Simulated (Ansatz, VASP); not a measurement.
## One calculation of WSe2, two programs

Contents of INCAR:

```
SYSTEM = WSe2
PREC = Accurate ; ENCUT = 520
EDIFF = 1E-6 ; ISMEAR = -1
SIGMA = 0.08 ; LREAL = .False.
LASPH = .True. ; NELM = 100
ALGO = Normal ; ISIF = 2
LWAVE = .False. ; LCHARG = .True.
GGA = PE ; LELF = .True.
LVHAR = .True. ; NBANDS = 35
```

KPOINTS

```
Automatic mesh
0
Gamma
  11 11 3
  0 0 0
```

Contents of POSCAR:

```
WSe2
1.0
    3.2899984505      0.0000000000      0.0000000000
   -1.6449992252      2.8492222365      0.0000000000
    0.0000000000      0.0000000000     13.3591000000
W Se
2 4
Direct
    0.3333333333      0.6666666667      0.2500000000
    0.6666666667      0.3333333333      0.7500000000
    0.3333333333      0.6666666667      0.6210000000
    0.6666666667      0.3333333333      0.1210000000
    0.3333333333      0.6666666667      0.8790000000
    0.6666666667      0.3333333333      0.3790000000
```

Input for Ansatz:

```yaml
crystal:
  lattice:
    - [3.2899984505, 0.0, 0.0]
    - [-1.6449992252, 2.8492222365, 0.0]
    - [0.0, 0.0, 13.3591]
  atoms:
    - { symbol: W, position: [0.3333333333, 0.6666666667, 0.25] }
    - { symbol: W, position: [0.6666666667, 0.3333333333, 0.75] }
    - { symbol: Se, position: [0.3333333333, 0.6666666667, 0.621] }
    - { symbol: Se, position: [0.6666666667, 0.3333333333, 0.121] }
    - { symbol: Se, position: [0.3333333333, 0.6666666667, 0.879] }
    - { symbol: Se, position: [0.6666666667, 0.3333333333, 0.379] }
kpoints:
  mp_grid: { grid: [11, 11, 3] }
  band_path:
    path:
      - [0.0, 0.0, 0.0]
      - [0.5, 0.0, 0.0]
      - [0.3333333333, 0.3333333333, 0.0]
      - [0.0, 0.0, 0.0]
      - [0.0, 0.0, 0.5]
      - [0.5, 0.0, 0.5]
      - [0.3333333333, 0.3333333333, 0.5]
      - [0.0, 0.0, 0.5]
      - [0.5, 0.0, 0.5]
    npoints: 5
scf:
  occupations: { method: fermi_dirac, width: 0.08 }
hamiltonian:
  xc: pbe
  pseudopotentials: { kind: all_electron, lapw: { basis_error: 0.0005 } }
output:
  forces: true
  stress: true
  eigenvalues: true
```

Change from the starting cell: zz strain of +3 %.

Alike in both runs: task single point; functional PBE; k mesh 11 × 11 × 3; occupations fermi-dirac, width 0.08 eV; no spin polarisation.

|  | VASP | Ansatz |
| --- | --- | --- |
| version | VASP 6.6.1 | Ansatz 0.2.0 |
| potentials or method | VASP PAW PBE potentials, release 64 (W_sv, Se), cutoff 520 eV | all-electron LAPW, scalar-relativistic |

|  | VASP | Ansatz | Ansatz less VASP |
| --- | --- | --- | --- |
| pressure (GPa) | -0.5 | -0.8 | -0.22 |
| traceless stress, the component that is largest in VASP (GPa) | -2.67 | -2.75 | -0.077 |
| rms of the force components (eV/Å) | 0.274 | 0.291 | +0.0171 |

Atom by atom the forces differ by 0.017 eV/Å (rms over components). Ansatz ran all-electron here, and VASP with PAW potentials.

Neither program's run includes spin-orbit coupling.
